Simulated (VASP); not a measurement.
# ZnS (rocksalt type) (Fm-3m) in VASP: further runs

Runs on ZnS (rocksalt type). Level: PBE. Tasks: single point, relaxation of cell and atoms.

All numbers are computed with VASP 6.6.1; they aren't measurements. Logs are shortened: lines on timing, memory, paths and dates and some standing lists are left out, and cuts for length are marked.

**1. The cell of the first run**

The structure is cubic, space group Fm-3m (No. 225). The conventional cell has a = 4.982 Å, b = 4.982 Å, c = 4.982 Å, α = 90.00°, β = 90.00°, γ = 90.00°. Within 3.3 Å of Zn (site symmetry m-3m) lie 6 S at 2.49 Å. S (site symmetry m-3m) has 6 Zn at 2.49 Å within 3.3 Å.

**2. Single point, PBE (15.45 Å³/atom)**

INCAR

```
SYSTEM = ZnS
ALGO = Normal ; EDIFF = 1E-7
ENCUT = 520 ; GGA = PE
ISIF = 2 ; ISMEAR = -1
LASPH = .True. ; LCHARG = .False.
LREAL = .False. ; LWAVE = .False.
NBANDS = 16 ; NELM = 60
PREC = Accurate ; SIGMA = 0.08
```

KPOINTS

```
k-points
0
Gamma
  15 15 15
  0 0 0
```

POSCAR

```
ZnS
1.0
    0.0000000000      2.4907843775      2.4907843775
    2.4907843775      0.0000000000      2.4907843775
    2.4907843775      2.4907843775      0.0000000000
Zn S
1 1
Direct
    0.0000000000      0.0000000000      0.0000000000
    0.5000000000      0.5000000000      0.5000000000
```

Potentials or basis: VASP PAW PBE potentials, release 64 (Zn, S).

Command:

```console
$ cat potpaw_PBE.64/Zn/POTCAR potpaw_PBE.64/S/POTCAR > POTCAR
$ mpirun -np 1 vasp_std > vasp.out
```

OUTCAR:

```text
SYSTEM = ZnS
   EDIFF = 1E-7
   ENCUT = 520
   GGA = PE
   ISIF = 2
   ISMEAR = -1
   LASPH = .True.
   LREAL = .False.
   NELM = 60
   PREC = Accurate

 ion  position               nearest neighbor table
   1  0.000  0.000  0.000-   2 2.49   2 2.49   2 2.49   2 2.49   2 2.49   2 2.49
   2  0.500  0.500  0.500-   1 2.49   1 2.49   1 2.49   1 2.49   1 2.49   1 2.49

  LATTYP: Found a face centered cubic cell.
 ALAT       =     4.9815687550

  Lattice vectors:

 A1 = (   0.0000000000,   2.4907843775,   2.4907843775)
 A2 = (   2.4907843775,   0.0000000000,   2.4907843775)
 A3 = (   2.4907843775,   2.4907843775,   0.0000000000)

Analysis of symmetry for initial positions (statically):
=====================================================================
 Subroutine PRICEL returns:
 Original cell was already a primitive cell.

 Routine SETGRP: Setting up the symmetry group for a
 face centered cubic supercell.

 Subroutine GETGRP returns: Found 48 space group operations
 (whereof 48 operations were pure point group operations)
 out of a pool of 48 trial point group operations.

The static configuration has the point symmetry O_h .

Analysis of symmetry for dynamics (positions and initial velocities):
=====================================================================
 Subroutine PRICEL returns:
 Original cell was already a primitive cell.

 Routine SETGRP: Setting up the symmetry group for a
 face centered cubic supercell.

 Subroutine GETGRP returns: Found 48 space group operations
 (whereof 48 operations were pure point group operations)
 out of a pool of 48 trial point group operations.

The dynamic configuration has the point symmetry O_h .

 Subroutine INISYM returns: Found 48 space group operations
 (whereof 48 operations are pure point group operations),
 and found     1 'primitive' translations

----------------------------------------------------------------------------------------

                                     Primitive cell

  volume of cell :      30.9057

  direct lattice vectors                    reciprocal lattice vectors
     0.000000000  2.490784377  2.490784377    -0.200739978  0.200739978  0.200739978
     2.490784377  0.000000000  2.490784377     0.200739978 -0.200739978  0.200739978
     2.490784377  2.490784377  0.000000000     0.200739978  0.200739978 -0.200739978

  length of vectors
     3.522501048  3.522501048  3.522501048     0.347691840  0.347691840  0.347691840

[... 79 lines left out ...]
   NELM   =     60;   NELMIN=  2; NELMDL= -5     # of ELM steps
   EDIFF  = 0.1E-06   stopping-criterion for ELM
   LREAL  =      F    real-space projection
   EDIFFG = 0.1E-05   stopping-criterion for IOM
   NSW    =      0    number of steps for IOM
   IBRION =     -1    ionic relax: 0-MD 1-quasi-New 2-CG
   NFREE  =      0    steps in history (QN), initial steepest desc. (CG)
   ISIF   =      2    stress and relaxation
   ISYM   =      2    0-nonsym 1-usesym 2-fastsym
   POTIM  = 0.5000    time-step for ionic-motion
   TEBEG  =    0.0;   TEEND  =   0.0 temperature during run
   PSTRESS=    0.0 pullay stress
   NELECT =      18.0000    total number of electrons
   NUPDOWN=      -1.0000    fix difference up-down
   EMIN   =  10.00;   EMAX   =-10.00  energy-range for DOS
   EFERMI =   0.00;   METHOD = LEGACY
   ISMEAR =    -1;   SIGMA  =   0.08  broadening in eV -4-tet -1-fermi 0-gaus
   EFERMI_NEDOS =   21; number of points for ismear=-14 and -15
   IALGO  =     38    algorithm
   IMIX   =      4    mixing-type and parameters
     AMIX     =   0.40;   BMIX     =  1.00
     AMIX_MAG =   1.60;   BMIX_MAG =  1.00
  volume/ion in A,a.u.               =      15.45       104.28
  Fermi-wavevector in a.u.,A,eV,Ry     =   1.367161  2.583559 25.431032  1.869128
  Thomas-Fermi vector in A             =   2.493238
   LORBIT       =      0    0 simple, 1 ext, 2 COOP (PROOUT), +10 PAW based schemes
   GGA     = PE    functional components
   LHFCALC =     F    Hartree Fock is set to
   AEXX    =    0.0000 exact exchange contribution
   IVDW    =     0    specifies the selected vdW correction
   LEPSILON=     F    determine dielectric tensor
   LRPA    =     F    only Hartree local field effects (RPA)
 non-spin polarized calculation
  energy-cutoff  :      520.00
  volume of cell :       30.91
 maximum number of plane-waves:       869
   NGX = 13   NGY = 13   NGZ = 13

 number of electron      18.0000003 magnetization

 Free energy of the ion-electron system (eV)
  ---------------------------------------------------
  ext. energy  EPLUGINS =         0.00000000
  ---------------------------------------------------
  free energy    TOTEN  =        -6.16426190 eV

  energy without entropy =       -6.15897141  energy(sigma->0) =       -6.16161665

 E-fermi :   4.7118     XC(G=0): -11.1482

 val. band max:        4.6034100737   @ k =  -0.4667   0.4667   0.0000
 cond. band min:       4.8077537067   @ k =   0.4667   0.4000   0.0000
 fundamental gap:      0.2043436330
 Fermi energy:         4.7117806258

 k-point     1 :       0.0000    0.0000    0.0000
  band No.  band energies     occupation
      1      -9.7759      2.00000
      2      -1.8509      2.00000
      3      -1.8509      2.00000
      4      -1.8344      2.00000
      5      -1.8344      2.00000
      6      -1.8344      2.00000
[... 433 lines left out ...]
      3      -1.8863      2.00000
      4      -1.8658      2.00000
      5      -1.7963      2.00000
      6      -1.7743      2.00000
[... 8 lines left out ...]
     15      16.8342      0.00000
     16      17.9768      0.00000

 [... further k-points ...]

------------------------ aborting loop because EDIFF is reached ----------------------------------------

  FORCE on cell =-STRESS in cart. coord.  units (eV):
  Direction    XX          YY          ZZ          XY          YZ          ZX
  --------------------------------------------------------------------------------------
  -------------------------------------------------------------------------------------
  Total        1.4654752      1.4654752      1.4654752     -0.0000000      0.0000000      0.0000000
  in kB       75.9714920     75.9714920     75.9714920     -0.0000000      0.0000000      0.0000000
  external PRESSURE =      75.9714920 kB  Pullay stress =       0.0000000 kB

 VOLUME and BASIS-vectors are now :
 -----------------------------------------------------------------------------
  energy-cutoff  :      520.00
  volume of cell :       30.91
      direct lattice vectors                 reciprocal lattice vectors
     0.000000000  2.490784377  2.490784377    -0.200739978  0.200739978  0.200739978
     2.490784377  0.000000000  2.490784377     0.200739978 -0.200739978  0.200739978
     2.490784377  2.490784377  0.000000000     0.200739978  0.200739978 -0.200739978

 POSITION                                       TOTAL-FORCE (eV/Angst)
 -----------------------------------------------------------------------------------
      0.00000      0.00000      0.00000         0.000000      0.000000      0.000000
      2.49078      2.49078      2.49078        -0.000000     -0.000000     -0.000000
 -----------------------------------------------------------------------------------
    total drift:                               -0.000000      0.000000      0.000000

  FREE ENERGIE OF THE ION-ELECTRON SYSTEM (eV)
  ---------------------------------------------------
  free  energy   TOTEN  =        -6.1642618955 eV

  energy  without entropy=       -6.1589714095  energy(sigma->0) =       -6.16161665
```

OSZICAR:

```text
N       E                     dE             d eps       ncg     rms          rms(c)
DAV:   1     0.873191241872E+02    0.87319E+02   -0.91971E+03  3872   0.147E+03
DAV:   2    -0.164494349754E+01   -0.88964E+02   -0.82917E+02  4480   0.267E+02
DAV:   3    -0.658785756491E+01   -0.49429E+01   -0.49199E+01  4680   0.606E+01
DAV:   4    -0.663108510178E+01   -0.43228E-01   -0.43218E-01  4664   0.575E+00
DAV:   5    -0.663148308642E+01   -0.39798E-03   -0.39798E-03  4744   0.560E-01    0.797E+00
DAV:   6    -0.619610638893E+01    0.43538E+00   -0.74469E-01  5536   0.291E+01    0.609E+00
DAV:   7    -0.616648428104E+01    0.29622E-01   -0.19456E-01  4640   0.428E+00    0.298E+00
DAV:   8    -0.616443351719E+01    0.20508E-02   -0.49084E-03  5288   0.108E+00    0.715E-01
DAV:   9    -0.616421849147E+01    0.21503E-03   -0.14934E-03  4712   0.311E-01    0.698E-02
DAV:  10    -0.616425991321E+01   -0.41422E-04   -0.97229E-05  4928   0.760E-02    0.296E-02
DAV:  11    -0.616426213216E+01   -0.22190E-05   -0.14231E-05  5312   0.497E-02    0.726E-03
DAV:  12    -0.616426193934E+01    0.19281E-06   -0.15065E-06  4984   0.163E-02    0.362E-03
DAV:  13    -0.616426189547E+01    0.43878E-07   -0.10498E-07  3216   0.420E-03
   1 F= -.61642619E+01 E0= -.61616167E+01  d E =-.529049E-02
```

Wall time 97 s (1 thread of Intel Xeon 8259CL, shared host); peak memory 0.2 GiB.

Results:

| Quantity | Value |
| --- | --- |
| Free energy | -6.1643 eV |
| Pressure | 7.6 GPa |
| Band gap on the k mesh | zero (bands 9 and 10 overlap by 0.25 eV) |

Levels at points of the mesh, in eV from the Fermi level:
| k point | band 6 | band 7 | band 8 | band 9 | band 10 | band 11 | band 12 | band 13 |
| --- | --- | --- | --- | --- | --- | --- | --- | --- |
| (0.00, 0.00, 0.00) | -6.55 | -0.80 | -0.80 | -0.80 | 2.20 | 8.90 | 8.90 | 8.90 |

Caveat: the cell stands under pressure; semilocal functionals underestimate gaps, so a narrow gap can read as zero.

**3. Single point, PBE**

INCAR

```
PREC     = Accurate       # precision mode
ENCUT    = 520            # plane-wave cutoff, eV
EDIFF    = 1E-6           # SCF threshold, eV
ISMEAR   = -1             # smearing method
SIGMA    = 0.08           # smearing width, eV
LREAL    = F              # projectors in reciprocal space
LASPH    = T              # aspherical terms in the spheres
NELM     = 80             # most SCF steps
ALGO     = Normal         # electronic algorithm
ISIF     = 2              # what is computed and relaxed
LWAVE    = F              # write WAVECAR
LCHARG   = F              # write CHGCAR
GGA      = PE             # functional
NBANDS   = 16             # bands
```

KPOINTS

```
regular mesh
0
Gamma
  15 15 15
```

POSCAR is that of step 2.

Potentials or basis: VASP PAW PBE potentials, release 64 (Zn, S).

Command:

```console
$ cat potpaw_PBE.64/Zn/POTCAR potpaw_PBE.64/S/POTCAR > POTCAR
$ mpirun -np 1 vasp_std > vasp.out
```

Run time: 92 s. Hardware: 1 thread of Intel Xeon 8259CL, shared host; peak memory 0.2 GiB.

Results (log left out):

| Item | Value |
| --- | --- |
| Free energy | -6.1643 eV |
| Pressure | 7.6 GPa |
| Band gap on the k mesh | zero (bands 9 and 10 overlap by 0.25 eV) |

Levels at points of the mesh, in eV from the Fermi level:
| k point | band 5 | band 6 | band 7 | band 8 | band 9 | band 10 | band 11 | band 12 | band 13 | band 14 |
| --- | --- | --- | --- | --- | --- | --- | --- | --- | --- | --- |
| (0.00, 0.00, 0.00) | -6.55 | -6.55 | -0.80 | -0.80 | -0.80 | 2.20 | 8.90 | 8.90 | 8.90 | 11.87 |

Caveat: the cell stands under pressure; semilocal functionals underestimate gaps, so a narrow gap can read as zero.

**4. Single point, PBE**

This run uses another cell than the first one, of 16.62 Å³/atom.

INCAR

```
  ALGO = Normal
  EDIFF = 1E-6
  ENCUT = 520
  GGA = PE
  ISIF = 2
  ISMEAR = -1
  LASPH = True
  LCHARG = False
  LREAL = False
  LWAVE = False
  NBANDS = 16
  NELM = 60
  PREC = Accurate
  SIGMA = 0.08
```

KPOINTS

```
k-points
0
Gamma
  15 15 15
```

POSCAR

```
ZnS
1.0
    0.0000000000      2.5517717016      2.5517717016
    2.5517717016      0.0000000000      2.5517717016
    2.5517717016      2.5517717016      0.0000000000
Zn S
1 1
Direct
    0.0000000000      0.0000000000      0.0000000000
    0.5000000000      0.5000000000      0.5000000000
```

Command:

```console
$ cat potpaw_PBE.64/Zn/POTCAR potpaw_PBE.64/S/POTCAR > POTCAR
$ mpirun -np 1 vasp_std > vasp.out
```

It took 91 s on 1 thread of Intel Xeon 8259CL, shared host; peak memory 0.2 GiB.

It converged, with:

```
Free energy            : -6.2174 eV
Pressure               : 0.2 GPa
Band gap on the k mesh : zero (bands 9 and 10 overlap by 0.23 eV)
```

Levels at points of the mesh, in eV from the Fermi level:
```tsv
k point	band 6	band 7	band 8	band 9	band 10	band 11	band 12	band 13
(0.00, 0.00, 0.00)	-6.37	-0.71	-0.71	-0.71	1.66	8.94	8.94	8.94
```

Caveat: semilocal functionals underestimate gaps, so a narrow gap can read as zero.

**5. Relaxation of cell and atoms, PBE**

This run uses another cell than the first one, of 12.58 Å³/atom.

INCAR

```
PREC = Accurate
ENCUT = 600
EDIFF = 1E-7
ISMEAR = -1
SIGMA = 0.08
LREAL = False
LASPH = True
NELM = 100
ALGO = Normal
ISIF = 3
LWAVE = False
LCHARG = False
GGA = PE
IBRION = 2
NSW = 60
EDIFFG = -0.005
```

KPOINTS

```
Automatic mesh
0
Gamma
  15 15 15
```

POSCAR

```
ZnS
1.0
    0.0000000000      2.3257586486      2.3257586486
    2.3257586486      0.0000000000      2.3257586486
    2.3257586486      2.3257586486      0.0000000000
Zn S
1 1
Direct
    0.0000000000      0.0000000000      0.0000000000
    0.5000000000      0.5000000000      0.5000000000
```

Command:

```console
$ cat potpaw_PBE.64/Zn/POTCAR potpaw_PBE.64/S/POTCAR > POTCAR
$ mpirun -np 1 vasp_std > vasp.out
```

Wall time 3.9 min (1 thread of Intel Xeon 8259CL, shared host); peak memory 0.2 GiB.

Results (log left out):

| Property | Result |
| --- | --- |
| Free energy | -6.2153 eV |
| Relaxed volume | 16.64 Å³/atom |
| Relaxed cell | a = 3.610 Å, b = 3.610 Å, c = 3.610 Å, α = 60.00°, β = 60.00°, γ = 60.00° |
| Space group after relaxing (to 0.1 Å) | Fm-3m (No. 225) |
| Energy gained by relaxing | 444.7 meV/atom |
| Ionic steps | 3 |
| Pressure after relaxing | 0.0 GPa |
| Band gap on the k mesh | zero (bands 9 and 10 overlap by 0.23 eV) |

Step by step:
```tsv
step	energy change (eV)	largest force (eV/Å)	pressure (GPa)	volume (Å³)
1	0.0000	0.0000	45.24	25.16
2	-0.5992	0.0000	-10.88	40.44
3	-0.8895	0.0000	0.03	33.28
```

Final structure:
```
Zn S
1.0
     0.00000    2.55288    2.55288
     2.55288    0.00000    2.55288
     2.55288    2.55288    0.00000
Zn S
1 1
Direct
  0.00000 0.00000 0.00000
  0.50000 0.50000 0.50000
```

Levels at points of the mesh, in eV from the Fermi level:
```
           k point  band 7  band 8  band 9  band 10  band 11  band 12
(0.00, 0.00, 0.00)   -0.70   -0.70   -0.70     1.65     8.94     8.94
```

Caveat: the volume moved by over 15 % at a fixed basis, so the end points are rough; semilocal functionals underestimate gaps, so a narrow gap can read as zero.

**6. Summary**

| task | cell | cutoff (eV) | gap on the mesh (eV) | pressure (GPa) |
| --- | --- | --- | --- | --- |
| single point | a = 3.523 Å, angles 60.0°, 2 atoms | 520 | none | 7.6 |
| single point | a = 3.609 Å, angles 60.0°, 2 atoms | 520 | none | 0.2 |
| relaxation of cell and atoms | relaxed from a = 3.289 Å, angles 60.0°, 2 atoms | 600 | none | 0.0 |

Alike in all rows: level PBE; potentials or basis VASP PAW PBE potentials, release 64 (Zn, S); no spin polarisation; k mesh 15 × 15 × 15; smearing fermi-dirac 0.08 eV.

Caveats: semilocal functionals underestimate gaps, so a narrow gap can read as zero; the cell stands under pressure (at least some runs); the volume moved by over 15 % at a fixed basis, so the end points are rough (at least some runs).

Absolute energies hang on the potentials; compare differences alone.
